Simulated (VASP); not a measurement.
# Fe (P6_3/mmc) in VASP: notebook

The runs below take Fe through relaxation of shape and atoms at fixed volume, with PBE.

Program: VASP 6.6.1. These are calculated values, not measurements. Logs are shortened: lines on timing, memory, paths and dates and some standing lists are left out, and cuts for length are marked.

### Step 1. The cell of the first run

Symmetry: P6_3/mmc, No. 194, hexagonal system. The conventional cell has a = 2.485 Å, b = 2.485 Å, c = 3.928 Å, α = 90.00°, β = 90.00°, γ = 120.00°. Within 3.2 Å of Fe (site symmetry -6m2) lie 12 Fe at 2.43 to 2.49 Å.

This isn't the form of Fe at room conditions, which is bcc.

### Step 2. Relaxation of shape and atoms at fixed volume, PBE (10.50 Å³/atom)

The input, INCAR:

```
  PREC = Accurate
  ENCUT = 600
  EDIFF = 1E-6
  ISMEAR = 0
  SIGMA = 0.1
  LREAL = False
  LASPH = True
  NELM = 60
  ALGO = Normal
  ISIF = 4
  LWAVE = False
  LCHARG = False
  GGA = PE
  IBRION = 2
  NSW = 50
  EDIFFG = -0.01
```

The input, KPOINTS:

```
regular mesh
0
Gamma
  21 21 12
```

The input, POSCAR:

```
Fe
1.0
    2.4850021622      0.0000000000      0.0000000000
   -1.2425010811      2.1520750009      0.0000000000
    0.0000000000      0.0000000000      3.9284664266
Fe
2
Direct
    0.3333333333      0.6666666667      0.2500000000
    0.6666666667      0.3333333333      0.7500000000
```

Potentials or basis: VASP PAW PBE potentials, release 64 (Fe).

The run is started by

```bash
$ cat potpaw_PBE.64/Fe/POTCAR > POTCAR
$ mpirun -np 1 vasp_std > vasp.out
```

OUTCAR:

```text
PREC = Accurate
   ENCUT = 600
   EDIFF = 1E-6
   ISMEAR = 0
   LREAL = False
   LASPH = True
   NELM = 60
   ISIF = 4
   GGA = PE
   IBRION = 2
   NSW = 50
   EDIFFG = -0.01

 ion  position               nearest neighbor table
   1  0.333  0.667  0.250-   2 2.43   2 2.43   2 2.43   2 2.43   2 2.43   2 2.43
   2  0.667  0.333  0.750-   1 2.43   1 2.43   1 2.43   1 2.43   1 2.43   1 2.43

  LATTYP: Found a hexagonal cell.
 ALAT       =     2.4850021622
 C/A-ratio  =     1.5808704259

  Lattice vectors:

 A1 = (   2.4850021622,   0.0000000000,   0.0000000000)
 A2 = (  -1.2425010811,   2.1520750009,   0.0000000000)
 A3 = (   0.0000000000,   0.0000000000,   3.9284664266)

Analysis of symmetry for initial positions (statically):
=====================================================================
 Subroutine PRICEL returns:
 Original cell was already a primitive cell.

 Routine SETGRP: Setting up the symmetry group for a
 hexagonal supercell.

 Subroutine GETGRP returns: Found 24 space group operations
 (whereof 12 operations were pure point group operations)
 out of a pool of 24 trial point group operations.

The static configuration has the point symmetry D_3d.
 The point group associated with its full space group is D_6h.

Analysis of symmetry for dynamics (positions and initial velocities):
=====================================================================
 Subroutine PRICEL returns:
 Original cell was already a primitive cell.

 Routine SETGRP: Setting up the symmetry group for a
 hexagonal supercell.

 Subroutine GETGRP returns: Found 24 space group operations
 (whereof 12 operations were pure point group operations)
 out of a pool of 24 trial point group operations.

The dynamic configuration has the point symmetry D_3d.
 The point group associated with its full space group is D_6h.

 Subroutine INISYM returns: Found 24 space group operations
 (whereof 12 operations are pure point group operations),
 and found     1 'primitive' translations

----------------------------------------------------------------------------------------

                                     Primitive cell

  volume of cell :      21.0091

  direct lattice vectors                    reciprocal lattice vectors
     2.485002162  0.000000000  0.000000000     0.402414137  0.232333910  0.000000000
    -1.242501081  2.152075001  0.000000000     0.000000000  0.464667820  0.000000000
     0.000000000  0.000000000  3.928466427     0.000000000  0.000000000  0.254552258

  length of vectors
     2.485002162  2.485002162  3.928466427     0.464667820  0.464667820  0.254552258

  position of ions in fractional coordinates (direct lattice)
     0.333333333  0.666666667  0.250000000
     0.666666667  0.333333333  0.750000000

  ion indices of the primitive-cell ions
   primitive index   ion index
                 1           1
                 2           2

----------------------------------------------------------------------------------------

 KPOINTS: regular mesh

Automatic generation of k-mesh.
 Grid dimensions read from file:
 generate k-points for:   21   21   12

 Generating k-lattice:

  Cartesian coordinates                     Fractional coordinates (reciprocal lattice)
     0.019162578  0.011063520  0.000000000     0.047619048  0.000000000  0.000000000
     0.000000000  0.022127039  0.000000000     0.000000000  0.047619048  0.000000000
     0.000000000  0.000000000  0.021212688     0.000000000  0.000000000  0.083333333

  Length of vectors
     0.022127039  0.022127039  0.021212688

  Shift w.r.t. Gamma in fractional coordinates (k-lattice)
     0.000000000  0.000000000  0.000000000

 Subroutine IBZKPT returns following result:
 ===========================================
[... 62 lines left out ...]
   EFERMI =   0.00;   METHOD = LEGACY
   ISMEAR =     0;   SIGMA  =   0.10  broadening in eV -4-tet -1-fermi 0-gaus
   EFERMI_NEDOS =   21; number of points for ismear=-14 and -15
   IALGO  =     38    algorithm
   IMIX   =      4    mixing-type and parameters
     AMIX     =   0.40;   BMIX     =  1.00
     AMIX_MAG =   1.60;   BMIX_MAG =  1.00
  volume/ion in A,a.u.               =      10.50        70.89
  Fermi-wavevector in a.u.,A,eV,Ry     =   1.495016  2.825170 30.410000  2.235072
  Thomas-Fermi vector in A             =   2.607215
   LORBIT       =      0    0 simple, 1 ext, 2 COOP (PROOUT), +10 PAW based schemes
   GGA     = PE    functional components
   LHFCALC =     F    Hartree Fock is set to
   AEXX    =    0.0000 exact exchange contribution
   IVDW    =     0    specifies the selected vdW correction
   LEPSILON=     F    determine dielectric tensor
   LRPA    =     F    only Hartree local field effects (RPA)
 conjugate gradient relaxation of ions
 non-spin polarized calculation
 Gauss-broadening in eV      SIGMA  =   0.10
  energy-cutoff  :      600.00
  volume of cell :       21.01
 maximum number of plane-waves:       732
 NGX is ok and might be reduce to    20
   NGX =  9   NGY =  9   NGZ = 15

--------------------------------------- Ionic step        1  -------------------------------------------

 number of electron      16.0000007 magnetization

 Free energy of the ion-electron system (eV)
  ---------------------------------------------------
  ext. energy  EPLUGINS =         0.00000000
  ---------------------------------------------------
  free energy    TOTEN  =       -16.29403995 eV

  energy without entropy =      -16.27946228  energy(sigma->0) =      -16.28675111

------------------------ aborting loop because EDIFF is reached ----------------------------------------

  FORCE on cell =-STRESS in cart. coord.  units (eV):
  Direction    XX          YY          ZZ          XY          YZ          ZX
  --------------------------------------------------------------------------------------
  -------------------------------------------------------------------------------------
  Total       -1.1076196     -1.1076196     -1.1722730      0.0000000     -0.0000000      0.0000000
  in kB      -84.4683431    -84.4683431    -89.3988893      0.0000000     -0.0000000      0.0000000
  external PRESSURE =     -86.1118585 kB  Pullay stress =       0.0000000 kB

 VOLUME and BASIS-vectors are now :
 -----------------------------------------------------------------------------
  energy-cutoff  :      600.00
  volume of cell :       21.01
      direct lattice vectors                 reciprocal lattice vectors
     2.485002162  0.000000000  0.000000000     0.402414137  0.232333910  0.000000000
    -1.242501081  2.152075001  0.000000000     0.000000000  0.464667820  0.000000000
     0.000000000  0.000000000  3.928466427     0.000000000  0.000000000  0.254552258

 POSITION                                       TOTAL-FORCE (eV/Angst)
 -----------------------------------------------------------------------------------
     -0.00000      1.43472      0.98212        -0.000000      0.000000      0.000000
      1.24250      0.71736      2.94635         0.000000     -0.000000      0.000000
 -----------------------------------------------------------------------------------
    total drift:                               -0.000000      0.000000     -0.000000

  FREE ENERGIE OF THE ION-ELECTRON SYSTEM (eV)
  ---------------------------------------------------
  free  energy   TOTEN  =       -16.2940399497 eV

  energy  without entropy=      -16.2794622791  energy(sigma->0) =      -16.28675111

--------------------------------------- Ionic step        2  -------------------------------------------

 number of electron      16.0000006 magnetization

 Free energy of the ion-electron system (eV)
  ---------------------------------------------------
  ext. energy  EPLUGINS =         0.00000000
  ---------------------------------------------------
  free energy    TOTEN  =       -16.29406531 eV

  energy without entropy =      -16.27949458  energy(sigma->0) =      -16.28677994

 E-fermi :   6.5577     XC(G=0): -13.6152

 val. band max:        6.5574616856   @ k =   0.1429   0.1429   0.0833
 cond. band min:       6.5598826792   @ k =   0.4286   0.0000   0.2500
 fundamental gap:      0.0024209935
 Fermi energy:         6.5577180887

 k-point     1 :       0.0000    0.0000    0.0000
  band No.  band energies     occupation
      1      -2.1725      2.00000
      2       1.8156      2.00000
      3       4.9851      2.00000
      4       4.9851      2.00000
      5       5.1164      2.00000
      6       5.4302      2.00000
      7       5.4302      2.00000
      8       5.7456      2.00000
      9       5.7456      2.00000
     10       7.1200      0.00000
     11       7.2387      0.00000
     12       7.2387      0.00000
[... 331 lines left out ...]
 k-point    24 :       0.1905    0.0952    0.0000
  band No.  band energies     occupation
      1      -0.0691      2.00000
      2       2.8073      2.00000
      3       3.7661      2.00000
      4       3.8861      2.00000
      5       5.0014      2.00000
      6       5.0810      2.00000
      7       5.5884      2.00000
      8       5.9737      2.00000
      9       6.1747      2.00000
     10       6.5759      0.79675
     11       7.4396      0.00000
     12      12.3683      0.00000

 [... further k-points ...]

------------------------ aborting loop because EDIFF is reached ----------------------------------------

  FORCE on cell =-STRESS in cart. coord.  units (eV):
  Direction    XX          YY          ZZ          XY          YZ          ZX
  --------------------------------------------------------------------------------------
  -------------------------------------------------------------------------------------
  Total       -1.1309285     -1.1309285     -1.1168666      0.0000000     -0.0000000      0.0000000
  in kB      -86.2459089    -86.2459089    -85.1735327      0.0000000     -0.0000000      0.0000000
  external PRESSURE =     -85.8884502 kB  Pullay stress =       0.0000000 kB

 VOLUME and BASIS-vectors are now :
 -----------------------------------------------------------------------------
  energy-cutoff  :      600.00
  volume of cell :       21.01
      direct lattice vectors                 reciprocal lattice vectors
     2.486294644  0.000000000  0.000000000     0.402204945  0.232213133  0.000000000
    -1.243147322  2.153194323 -0.000000000    -0.000000000  0.464426266  0.000000000
     0.000000000 -0.000000000  3.924383122    -0.000000000  0.000000000  0.254817119

 POSITION                                       TOTAL-FORCE (eV/Angst)
 -----------------------------------------------------------------------------------
     -0.00000      1.43546      0.98110         0.000000     -0.000000      0.000000
      1.24315      0.71773      2.94329        -0.000000      0.000000      0.000000
 -----------------------------------------------------------------------------------
    total drift:                               -0.000000      0.000000     -0.000000

  FREE ENERGIE OF THE ION-ELECTRON SYSTEM (eV)
  ---------------------------------------------------
  free  energy   TOTEN  =       -16.2940653052 eV

  energy  without entropy=      -16.2794945825  energy(sigma->0) =      -16.28677994

 reached required accuracy - stopping structural energy minimisation
```

It took 39 s on 1 thread of Intel Xeon 6975P-C (Granite Rapids), shared host; peak memory 0.22 GiB.

Results:

```
Free energy               : -16.2941 eV
Energy gained by relaxing : 0.0 meV/atom
Ionic steps               : 2
Pressure after relaxing   : -8.6 GPa
Band gap on the k mesh    : zero (bands 8 and 9 overlap by 1.79 eV)
```

Final structure:
```
Fe
1.0
     2.48629    0.00000    0.00000
    -1.24315    2.15319    0.00000
     0.00000    0.00000    3.92438
Fe
2
Cartesian
  0.0000 1.4355 0.9811
  1.2431 0.7177 2.9433
```

Caveat: the run has no spin polarisation, though such a crystal can be magnetic. Spin polarisation is off, so any magnetic state and its effect on volume and gap are missing.

### Step 3. Relaxation of shape and atoms at fixed volume, PBE (10.81 Å³/atom)

This run uses another cell than the first one, of 10.81 Å³/atom.

The input, INCAR:

```
SYSTEM = Fe
ALGO     = Fast           ! electronic algorithm
EDIFF    = 1E-6           ! SCF threshold, eV
EDIFFG   = -0.01          ! ionic threshold
ENCUT    = 600            ! plane-wave cutoff, eV
GGA      = PE             ! functional
IBRION   = 2              ! ionic algorithm
ISIF     = 4              ! what is computed and relaxed
ISMEAR   = 0              ! smearing method
LASPH    = .TRUE.         ! aspherical terms in the spheres
LCHARG   = .FALSE.        ! write CHGCAR
LREAL    = .FALSE.        ! projectors in reciprocal space
LWAVE    = .FALSE.        ! write WAVECAR
NELM     = 80             ! most SCF steps
NSW      = 50             ! ionic steps
PREC     = Accurate       ! precision mode
SIGMA    = 0.1            ! smearing width, eV
```

The input, KPOINTS:

```
k-points
0
G
  21 21 12
  0 0 0
```

The input, POSCAR:

```
Fe
1.0
    2.5095949370      0.0000000000      0.0000000000
   -1.2547974685      2.1733729686      0.0000000000
    0.0000000000      0.0000000000      3.9640394632
Fe
2
Direct
    0.3333333333      0.6666666667      0.2500000000
    0.6666666667      0.3333333333      0.7500000000
```

Potentials or basis: VASP PAW PBE potentials, release 64 (Fe).

The run is started by

```bash
$ cat potpaw_PBE.64/Fe/POTCAR > POTCAR
$ mpirun -np 1 vasp_std > vasp.out
```

It took 47 s on 1 thread of Intel Xeon 6975P-C (Granite Rapids), shared host; peak memory 0.21 GiB.

It converged, with:

* Free energy: -16.2484 eV
* Energy gained by relaxing: 0.0 meV/atom
* Ionic steps: 2
* Pressure after relaxing: -15.2 GPa
* Band gap on the k mesh: zero (bands 8 and 9 overlap by 1.72 eV)

Final structure:
```
CELL_PARAMETERS angstrom
2.51085 0.00000 0.00000
-1.25542 2.17446 0.00000
0.00000 0.00000 3.96008
ATOMIC_POSITIONS crystal
Fe 0.33333 0.66667 0.25000
Fe 0.66667 0.33333 0.75000
```

Levels at points of the mesh, in eV from the Fermi level:
```csv
k point,band 5,band 6,band 7,band 8,band 9,band 10,band 11,band 12
"(0.00, 0.00, 0.00)",-1.38,-1.08,-1.08,-0.78,-0.78,0.57,0.65,0.65
"(0.00, 0.00, 0.50)",-1.62,-1.62,-1.62,-1.62,0.29,0.29,0.29,0.29
```

Caveat: the run has no spin polarisation, though such a crystal can be magnetic.

(Part 1 of 2 ends here.)
